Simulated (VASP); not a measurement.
# SnO (Cmme) in VASP: further runs

The runs below take SnO through single point, with PBEsol.

Everything below comes from runs of VASP 6.6.1. Logs are shortened: lines on timing, memory, paths and dates and some standing lists are left out, and cuts for length are marked.

## 1. The cell of the first run

The structure is orthorhombic, space group Cmme (No. 67). Conventional cell: a = 5.337 Å, b = 5.417 Å, c = 4.836 Å, α = 90.00°, β = 90.00°, γ = 90.00°. Sn (site symmetry mm2) has 4 O at 2.22 Å within 2.9 Å. Within 2.9 Å of O (site symmetry 222) lie 4 Sn at 2.22 Å and 4 O at 2.67 to 2.71 Å.

## 2. Single point, PBEsol (strain +0.0150 x Voigt [0, 0, 0, 0, 0, 1])

INCAR

```
SYSTEM = SnO
ALGO = Normal ; EDIFF = 1E-6
ENCUT = 520 ; GGA = PS
ISIF = 2 ; ISMEAR = 0
LASPH = .TRUE. ; LCHARG = .FALSE.
LREAL = .FALSE. ; LWAVE = .FALSE.
NBANDS = 28 ; NELM = 80
PREC = Accurate ; SIGMA = 0.15
```

KPOINTS

```
k-points
0
G
  12 12 10
  0 0 0
```

POSCAR

```
SnO
1.0
    3.8020000000      0.0285150000      0.0000000000
    0.0285150000      3.8020000000      0.0000000000
    0.0000000000      0.0000000000      4.8360000000
Sn O
2 2
Direct
    0.0000000000      0.5000000000      0.2385000000
    0.5000000000      0.0000000000      0.7615000000
    0.0000000000      0.0000000000      0.0000000000
    0.5000000000      0.5000000000      0.0000000000
```

Potentials or basis: VASP PAW PBE potentials, release 64 (Sn_d, O).

Run with:

```console
$ cat potpaw_PBE.64/Sn_d/POTCAR potpaw_PBE.64/O/POTCAR > POTCAR
$ mpirun -np 1 vasp_std > vasp.out
```

OUTCAR:

```text
SYSTEM = SnO
   EDIFF = 1E-6
   ENCUT = 520
   GGA = PS
   ISIF = 2
   ISMEAR = 0
   LASPH = .TRUE.
   LREAL = .FALSE.
   NELM = 80
   PREC = Accurate

 ion  position               nearest neighbor table
   1  0.000  0.500  0.239-   3 2.22   4 2.22   3 2.22   4 2.22   2 3.53   2 3.53   2 3.56   2 3.56
                             2 3.68   2 3.68   2 3.71   2 3.71
   2  0.500  0.000  0.761-   3 2.22   4 2.22   4 2.22   3 2.22   1 3.53   1 3.53   1 3.56   1 3.56
                             1 3.68   1 3.68   1 3.71   1 3.71
   3  0.000  0.000  0.000-   1 2.22   2 2.22   1 2.22   2 2.22
   4  0.500  0.500  0.000-   1 2.22   2 2.22   2 2.22   1 2.22

  LATTYP: Found a base centered orthorhombic cell.
 ALAT       =     5.3365136644
 B/A-ratio  =     1.0151133501
 C/A-ratio  =     0.9062096163

  Lattice vectors:

 A1 = (  -0.0285150000,  -3.8020000000,   0.0000000000)
 A2 = (   3.8020000000,   0.0285150000,   0.0000000000)
 A3 = (   0.0000000000,   0.0000000000,   4.8360000000)

Analysis of symmetry for initial positions (statically):
=====================================================================
 Subroutine PRICEL returns:
 Original cell was already a primitive cell.

 Routine SETGRP: Setting up the symmetry group for a
 base centered orthorhombic supercell.

 Subroutine GETGRP returns: Found  8 space group operations
 (whereof  4 operations were pure point group operations)
 out of a pool of  8 trial point group operations.

The static configuration has the point symmetry D_2 .
 The point group associated with its full space group is D_2h.

Analysis of symmetry for dynamics (positions and initial velocities):
=====================================================================
 Subroutine PRICEL returns:
 Original cell was already a primitive cell.

 Routine SETGRP: Setting up the symmetry group for a
 base centered orthorhombic supercell.

 Subroutine GETGRP returns: Found  8 space group operations
 (whereof  4 operations were pure point group operations)
 out of a pool of  8 trial point group operations.

The dynamic configuration has the point symmetry D_2 .
 The point group associated with its full space group is D_2h.

 Subroutine INISYM returns: Found  8 space group operations
 (whereof  4 operations are pure point group operations),
 and found     1 'primitive' translations

----------------------------------------------------------------------------------------

                                     Primitive cell

  volume of cell :      69.9014

  direct lattice vectors                    reciprocal lattice vectors
     3.802000000  0.028515000  0.000000000     0.263034259 -0.001972757  0.000000000
     0.028515000  3.802000000  0.000000000    -0.001972757  0.263034259  0.000000000
     0.000000000  0.000000000  4.836000000     0.000000000  0.000000000  0.206782465

  length of vectors
     3.802106930  3.802106930  4.836000000     0.263041657  0.263041657  0.206782465

  position of ions in fractional coordinates (direct lattice)
     1.000000000  0.500000000  0.238500000
     0.500000000  1.000000000  0.761500000
     0.000000000  0.000000000  0.000000000
     0.500000000  0.500000000  0.000000000

  ion indices of the primitive-cell ions
   primitive index   ion index
                 1           1
                 2           2
                 3           3
                 4           4

----------------------------------------------------------------------------------------

 KPOINTS: k-points

Automatic generation of k-mesh.
 Grid dimensions read from file:
 generate k-points for:   12   12   10

 Generating k-lattice:

  Cartesian coordinates                     Fractional coordinates (reciprocal lattice)
     0.021919522 -0.000164396  0.000000000     0.083333333 -0.000000000  0.000000000
    -0.000164396  0.021919522  0.000000000    -0.000000000  0.083333333  0.000000000
     0.000000000  0.000000000  0.020678246     0.000000000  0.000000000  0.100000000

  Length of vectors
     0.021920138  0.021920138  0.020678246

  Shift w.r.t. Gamma in fractional coordinates (k-lattice)
     0.000000000  0.000000000  0.000000000

 Subroutine IBZKPT returns following result:
 ===========================================

 Found    258 irreducible k-points:

 Following reciprocal coordinates:
            Coordinates               Weight
  0.000000  0.000000  0.000000      1.000000
  0.083333  0.000000  0.000000      4.000000
  0.166667  0.000000  0.000000      4.000000
  0.250000  0.000000  0.000000      4.000000
  0.333333  0.000000  0.000000      4.000000
  0.416667 -0.000000  0.000000      4.000000
[... 16 lines left out ...]
  0.500000  0.166667  0.000000      4.000000
 -0.416667  0.166667  0.000000      4.000000
 [... further k-points ...]
   k-points           NKPTS =    258   k-points in BZ     NKDIM =    258   number of bands    NBANDS=     28
   number of dos      NEDOS =    301   number of ions     NIONS =      4
   total plane-waves  NPLWV =  28224
   dimension x,y,z NGX =    28 NGY =   28 NGZ =   36
   dimension x,y,z NGXF=    56 NGYF=   56 NGZF=   72
   ions per type =               2   2
   NGX,Y,Z   is equivalent  to a cutoff of  12.24, 12.24, 12.38 a.u.
   NGXF,Y,Z  is equivalent  to a cutoff of  24.49, 24.49, 24.75 a.u.
 SYSTEM =  SnO
   PREC   = accura    normal or accurate (medium, high low for compatibility)
   ISTART =      0    job   : 0-new  1-cont  2-samecut
   ICHARG =      2    charge: 1-file 2-atom 10-const
   ISPIN  =      1    spin polarized calculation?
   LNONCOLLINEAR =      F non collinear calculations
   LSORBIT =      F    spin-orbit coupling
   LASPH  =      T    aspherical Exc in radial PAW
   ENCUT  =  520.0 eV  38.22 Ry    6.18 a.u.   7.07  7.07  8.99*2*pi/ulx,y,z
   NELM   =     80;   NELMIN=  2; NELMDL= -5     # of ELM steps
   EDIFF  = 0.1E-05   stopping-criterion for ELM
   LREAL  =      F    real-space projection
   EDIFFG = 0.1E-04   stopping-criterion for IOM
   NSW    =      0    number of steps for IOM
   IBRION =     -1    ionic relax: 0-MD 1-quasi-New 2-CG
   NFREE  =      0    steps in history (QN), initial steepest desc. (CG)
   ISIF   =      2    stress and relaxation
   ISYM   =      2    0-nonsym 1-usesym 2-fastsym
   POTIM  = 0.5000    time-step for ionic-motion
   TEBEG  =    0.0;   TEEND  =   0.0 temperature during run
   PSTRESS=    0.0 pullay stress
   NELECT =      40.0000    total number of electrons
   NUPDOWN=      -1.0000    fix difference up-down
   EMIN   =  10.00;   EMAX   =-10.00  energy-range for DOS
   EFERMI =   0.00;   METHOD = LEGACY
   ISMEAR =     0;   SIGMA  =   0.15  broadening in eV -4-tet -1-fermi 0-gaus
   EFERMI_NEDOS =   21; number of points for ismear=-14 and -15
   IALGO  =     38    algorithm
   IMIX   =      4    mixing-type and parameters
     AMIX     =   0.40;   BMIX     =  1.00
     AMIX_MAG =   1.60;   BMIX_MAG =  1.00
  volume/ion in A,a.u.               =      17.48       117.93
  Fermi-wavevector in a.u.,A,eV,Ry     =   1.359146  2.568414 25.133743  1.847278
  Thomas-Fermi vector in A             =   2.485919
   LORBIT       =      0    0 simple, 1 ext, 2 COOP (PROOUT), +10 PAW based schemes
   GGA     = PS    functional components
   LHFCALC =     F    Hartree Fock is set to
   AEXX    =    0.0000 exact exchange contribution
   IVDW    =     0    specifies the selected vdW correction
   LEPSILON=     F    determine dielectric tensor
   LRPA    =     F    only Hartree local field effects (RPA)
 non-spin polarized calculation
 Gauss-broadening in eV      SIGMA  =   0.15
  energy-cutoff  :      520.00
  volume of cell :       69.90
 maximum number of plane-waves:      1902
   NGX = 15   NGY = 15   NGZ = 17

 number of electron      39.9999993 magnetization

 Free energy of the ion-electron system (eV)
  ---------------------------------------------------
  ext. energy  EPLUGINS =         0.00000000
  ---------------------------------------------------
  free energy    TOTEN  =       -24.20790484 eV

  energy without entropy =      -24.20667964  energy(sigma->0) =      -24.20729224

 E-fermi :   7.1540     XC(G=0): -10.4981

 val. band max:        7.0730466827   @ k =   0.5000   0.5000   0.0000
 cond. band min:       7.1920260719   @ k =   0.5000   0.5000   0.1000
 fundamental gap:      0.1189793891
 Fermi energy:         7.1540113377

 k-point     1 :       0.0000    0.0000    0.0000
  band No.  band energies     occupation
      1     -14.8776      2.00000
      2     -14.4362      2.00000
      3     -14.4264      2.00000
      4     -14.4246      2.00000
      5     -14.3802      2.00000
      6     -14.3753      2.00000
[... 20 lines left out ...]
     27      13.7309      0.00000
     28      14.1108      0.00000

 k-point     2 :       0.0833    0.0000    0.0000
  band No.  band energies     occupation
      1     -14.8739      2.00000
      2     -14.4344      2.00000
      3     -14.4251      2.00000
      4     -14.4231      2.00000
      5     -14.3810      2.00000
      6     -14.3727      2.00000
[... 20 lines left out ...]
     27      13.8644      0.00000
     28      14.7194      0.00000

 k-point     3 :       0.1667    0.0000    0.0000
  band No.  band energies     occupation
      1     -14.8631      2.00000
      2     -14.4486      2.00000
      3     -14.4292      2.00000
      4     -14.4189      2.00000
      5     -14.3960      2.00000
      6     -14.3821      2.00000
[... 20 lines left out ...]
     27      14.0099      0.00000
     28      16.0129      0.00000

 k-point     4 :       0.2500    0.0000    0.0000
  band No.  band energies     occupation
      1     -14.8460      2.00000
      2     -14.5311      2.00000
      3     -14.4210      2.00000
      4     -14.4123      2.00000
      5     -14.3931      2.00000
      6     -14.3848      2.00000
[... 578 lines left out ...]
     27      15.0429      0.00000
     28      15.3169      0.00000

 k-point    23 :       0.5000    0.1667    0.0000
  band No.  band energies     occupation
      1     -14.7680      2.00000
      2     -14.7629      2.00000
      3     -14.4019      2.00000
      4     -14.3974      2.00000
      5     -14.3865      2.00000
      6     -14.3847      2.00000
[... 20 lines left out ...]
     27      15.0932      0.00000
     28      15.2401      0.00000

 k-point    24 :      -0.4167    0.1667    0.0000
  band No.  band energies     occupation
      1     -14.8023      2.00000
      2     -14.7150      2.00000
      3     -14.4058      2.00000
      4     -14.3966      2.00000
      5     -14.3858      2.00000
      6     -14.3848      2.00000
[... 20 lines left out ...]
     27      14.9859      0.00000
     28      15.5001      0.00000

 [... further k-points ...]

------------------------ aborting loop because EDIFF is reached ----------------------------------------

  FORCE on cell =-STRESS in cart. coord.  units (eV):
  Direction    XX          YY          ZZ          XY          YZ          ZX
  --------------------------------------------------------------------------------------
  -------------------------------------------------------------------------------------
  Total        0.1452418      0.1452418     -0.0454292     -0.5443148      0.0000000      0.0000000
  in kB        3.3290168      3.3290168     -1.0412599    -12.4759780      0.0000000      0.0000000
  external PRESSURE =       1.8722579 kB  Pullay stress =       0.0000000 kB

 VOLUME and BASIS-vectors are now :
 -----------------------------------------------------------------------------
  energy-cutoff  :      520.00
  volume of cell :       69.90
      direct lattice vectors                 reciprocal lattice vectors
     3.802000000  0.028515000  0.000000000     0.263034259 -0.001972757  0.000000000
     0.028515000  3.802000000  0.000000000    -0.001972757  0.263034259  0.000000000
     0.000000000  0.000000000  4.836000000     0.000000000  0.000000000  0.206782465

 POSITION                                       TOTAL-FORCE (eV/Angst)
 -----------------------------------------------------------------------------------
      0.01426      1.90100      1.15339         0.000000      0.000000      0.146740
      1.90100      0.01426      3.68261         0.000000      0.000000     -0.146740
      0.00000      0.00000      0.00000        -0.000000      0.000000      0.000000
      1.91526      1.91526      0.00000        -0.000000      0.000000      0.000000
 -----------------------------------------------------------------------------------
    total drift:                                0.000000      0.000000      0.000000

  FREE ENERGIE OF THE ION-ELECTRON SYSTEM (eV)
  ---------------------------------------------------
  free  energy   TOTEN  =       -24.2079048423 eV

  energy  without entropy=      -24.2066796435  energy(sigma->0) =      -24.20729224
```

It took 2.4 min on 1 thread of Intel Xeon 6975P-C (Granite Rapids), shared host; peak memory 0.48 GiB.

Results:

* Free energy: -24.2079 eV
* Pressure: 0.2 GPa
* Largest force: 0.147 eV/Å
* Band gap on the k mesh: zero (bands 20 and 21 overlap by 0.02 eV)

Forces on the atoms (eV/Å):
```
Sn   0.000  0.000  0.147
Sn   0.000  0.000 -0.147
O    0.000  0.000  0.000
O    0.000  0.000  0.000
```

Caveat: the cell differs from its parent crystal (strain +0.0150 x Voigt [0, 0, 0, 0, 0, 1]); semilocal functionals underestimate gaps, so a narrow gap can read as zero; the PAW data sets were made with another functional, which shifts forces and pressure a little; spin-orbit coupling is left out, which moves the levels of the heavy elements.

## 3. Single point, PBEsol (strain -0.0100 x Voigt [0, 0, 0, 0, 0, 1])

INCAR

```
SYSTEM = SnO
ALGO = Normal
EDIFF = 1E-6
ENCUT = 520
GGA = PS
ISIF = 2
ISMEAR = 0
LASPH = .TRUE.
LCHARG = .FALSE.
LREAL = .FALSE.
LWAVE = .FALSE.
NBANDS = 28
NELM = 100
PREC = Accurate
SIGMA = 0.15
```

KPOINTS is that of step 2.

POSCAR: that of step 2 with these lines changed.

```diff
@@ -2,4 +2,4 @@
 1.0
-    3.8020000000      0.0285150000      0.0000000000
-    0.0285150000      3.8020000000      0.0000000000
+    3.8020000000     -0.0190100000      0.0000000000
+   -0.0190100000      3.8020000000      0.0000000000
     0.0000000000      0.0000000000      4.8360000000
```

Potentials or basis: VASP PAW PBE potentials, release 64 (Sn_d, O).

Run with:

```console
$ cat potpaw_PBE.64/Sn_d/POTCAR potpaw_PBE.64/O/POTCAR > POTCAR
$ mpirun -np 1 vasp_std > vasp.out
```

Run time: 2.7 min. Hardware: 1 thread of Intel Xeon 6975P-C (Granite Rapids), shared host; peak memory 0.48 GiB.

The run converged. Its results:

```yaml
Free_energy: -24.2102 eV
Pressure: 0.2 GPa
Largest_force: 0.147 eV/Å
Band_gap_on_the_k_mesh: zero (bands 20 and 21 overlap by 0.01 eV)
```

Forces on the atoms (eV/Å):
```
Sn   0.000  0.000  0.147
Sn   0.000  0.000 -0.147
O    0.000  0.000  0.000
O    0.000  0.000  0.000
```

Stress tensor (GPa, compression positive):
```
 0.33  0.83  0.00
 0.83  0.33  0.00
 0.00  0.00 -0.11
```

Levels at points of the mesh, in eV from the Fermi level:
| k point | band 16 | band 17 | band 18 | band 19 | band 20 | band 21 | band 22 | band 23 | band 24 | band 25 |
| --- | --- | --- | --- | --- | --- | --- | --- | --- | --- | --- |
| (0.00, 0.00, 0.00) | -6.44 | -3.61 | -3.37 | -3.23 | -0.11 | 1.94 | 4.18 | 4.52 | 4.58 | 5.53 |
| (0.50, 0.00, 0.00) | -5.17 | -5.00 | -5.00 | -2.85 | -2.85 | 3.04 | 3.04 | 5.77 | 5.77 | 5.85 |
| (0.50, 0.50, 0.00) | -5.28 | -2.67 | -2.58 | -2.03 | -1.97 | -0.11 | -0.09 | 4.21 | 4.29 | 7.10 |
| (0.00, 0.00, 0.50) | -3.68 | -3.38 | -3.25 | -3.24 | -2.35 | 1.48 | 2.76 | 2.83 | 3.53 | 7.71 |
| (0.50, 0.00, 0.50) | -5.64 | -4.96 | -4.96 | -1.86 | -1.86 | 2.43 | 2.43 | 5.28 | 5.28 | 6.53 |
| (0.50, 0.50, 0.50) | -5.74 | -2.88 | -2.76 | -2.67 | -2.58 | 2.19 | 2.21 | 3.86 | 3.90 | 5.42 |

Caveat: the cell differs from its parent crystal (strain -0.0100 x Voigt [0, 0, 0, 0, 0, 1]); semilocal functionals underestimate gaps, so a narrow gap can read as zero; the PAW data sets were made with another functional, which shifts forces and pressure a little; spin-orbit coupling is left out, which moves the levels of the heavy elements.

(Continued in part 2 of 2.)
